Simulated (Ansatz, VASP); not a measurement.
Si: VASP beside Ansatz

```
Si
1.0
     0.00000    2.71535    2.71535
     2.71535    0.00000    2.71535
     2.71535    2.71535    0.00000
Si
2
Direct
  0.50000 0.50000 0.50000
  0.75000 0.75000 0.75000
```

Alike in both runs: task relaxation of cell and atoms; functional LDA; k mesh 11 × 11 × 11; occupations fermi-dirac, width 0.05 eV; no spin polarisation.

|  | VASP | Ansatz |
| --- | --- | --- |
| version | VASP 6.6.1 | Ansatz 0.2.0 |
| potentials or method | VASP PAW LDA potentials, release 64 (Si) | PAW with Ansatz's default frozen-core files, scalar-relativistic |
| plane-wave cutoff (eV) | 600 | 420 |
| valence electrons in the cell | 8 | 8 |

VASP gave:

| Item | Value |
| --- | --- |
| relaxed volume (Å³/atom) | 19.72 |
| relaxed cell length with the largest relative difference (Å) | 3.820 |

Problem. Which values does Ansatz return?

Solution. Relaxed volume (Å³/atom): 19.70; relaxed cell length with the largest relative difference (Å): 3.820.

LDA's correlation is that of Perdew and Zunger in VASP and of Perdew and Wang (1992) in Ansatz.
